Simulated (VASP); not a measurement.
Write the native input for VASP 6.6.1 that does the following.

- Task: single point
- Functional: r2SCAN
- Potentials or basis: VASP PAW PBE potentials, release 64 (Zn, F)
- Cutoff: 660 eV
- k mesh: 6 × 6 × 8
- Occupations: gaussian, width 0.02 eV
- Spin: no spin polarisation
- Dipole correction: no
- Further INCAR settings: ALGO = Normal; EDIFF = 1e-06; NBANDS = 35

ZnF2:

```
CELL_PARAMETERS angstrom
4.65548 0.00000 0.00000
0.00000 4.65548 0.00000
0.00000 0.00000 3.09608
ATOMIC_POSITIONS crystal
Zn 0.50000 0.50000 0.50000
Zn 0.00000 0.00000 0.00000
F 0.69760 0.69760 0.00000
F 0.80240 0.19760 0.50000
F 0.30240 0.30240 0.00000
F 0.19760 0.80240 0.50000
```

One way to write it, as run:

POSCAR

```
ZnF2
1.0
    4.6554813154      0.0000000000      0.0000000000
    0.0000000000      4.6554813154      0.0000000000
    0.0000000000      0.0000000000      3.0960767909
Zn F
2 4
Direct
    0.5000000000      0.5000000000      0.5000000000
    0.0000000000      0.0000000000      0.0000000000
    0.6976009747      0.6976009747      0.0000000000
    0.8023990253      0.1976009747      0.5000000000
    0.3023990253      0.3023990253      0.0000000000
    0.1976009747      0.8023990253      0.5000000000
```

INCAR.step1

```
PREC = Accurate
ENCUT = 660
ISMEAR = 0
SIGMA = 0.02
LREAL = F
LASPH = T
NELM = 120
NBANDS = 35
GGA = PE
ALGO = Normal
EDIFF = 1E-5
LWAVE = T
LCHARG = F
GGA_COMPAT = F
```

INCAR.step2

```
PREC = Accurate
ENCUT = 660
EDIFF = 1E-6
ISMEAR = 0
SIGMA = 0.02
LREAL = F
LASPH = T
NELM = 120
ALGO = Normal
ISIF = 2
LWAVE = F
LCHARG = F
METAGGA = R2SCAN
LMIXTAU = T
NBANDS = 35
ISTART = 1
GGA_COMPAT = F
```

KPOINTS

```
Automatic mesh
0
Gamma
  6 6 8
```

Potentials or basis: VASP PAW PBE potentials, release 64 (Zn, F).

Command:

```sh
$ cat potpaw_PBE.64/Zn/POTCAR potpaw_PBE.64/F/POTCAR > POTCAR
$ cp INCAR.step1 INCAR
$ mpirun -np 1 vasp_std > vasp.out
$ cp INCAR.step2 INCAR
$ mpirun -np 1 vasp_std > vasp.out
```

It gave:

```json
{"Pressure": "4.4 GPa", "Largest force": "0.012 eV/Å", "Band gap on the k mesh": "4.25 eV"}
```

Caveat: the cell stands under pressure; the PAW data sets were made with another functional, which shifts forces and pressure a little.

Run time: 5.3 min on 1 thread of AMD EPYC 9R45 96-Core Processor (Zen 5), with other jobs on the host, peak memory 0.26 GiB.
